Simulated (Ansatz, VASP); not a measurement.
**One calculation of AlGa3N4, two programs**

```
Al Ga N
1.0
     4.42024    0.00000    0.00000
     0.00000    4.42024    0.00000
     0.00000    0.00000    4.42024
Al Ga N
1 3 4
Direct
  0.00000 0.00000 0.00000
  0.50000 0.50000 0.00000
  0.50000 0.00000 0.50000
  0.00000 0.50000 0.50000
  0.75535 0.75535 0.24465
  0.75535 0.24465 0.75535
  0.24465 0.75535 0.75535
  0.24465 0.24465 0.24465
```

Alike in both runs: functional r2SCAN; k mesh 6 × 6 × 6; occupations gaussian, width 0.02 eV; no spin polarisation.

Ansatz relaxed the structure, and its values are those at the end. VASP's run is a single point on that final structure, the one shown.

|  | VASP | Ansatz |
| --- | --- | --- |
| version | VASP 6.6.1 | Ansatz 0.2.0 |
| potentials or method | VASP PAW PBE potentials, release 64 (Al, Ga_d, N), cutoff 520 eV | scalar-relativistic, plane waves, PAW |
| valence electrons in the cell | 62 | 62 |

Ansatz gave:

| Quantity | Value |
| --- | --- |
| gap on the k mesh at the Fermi level (eV) | 3.04 |
| least direct gap on the mesh (eV) | 3.04 |
| pressure (GPa) | 6.5 |
| rms of the force components (eV/Å) | 0.002 |

Estimate VASP's values.

gap on the k mesh at the Fermi level (eV): 3.04; least direct gap on the mesh (eV): 3.04; pressure (GPa): 7.3; rms of the force components (eV/Å): 0.037.

VASP's potentials were made for PBE, not for r2SCAN. Ansatz's warnings: stress scf threshold loose.
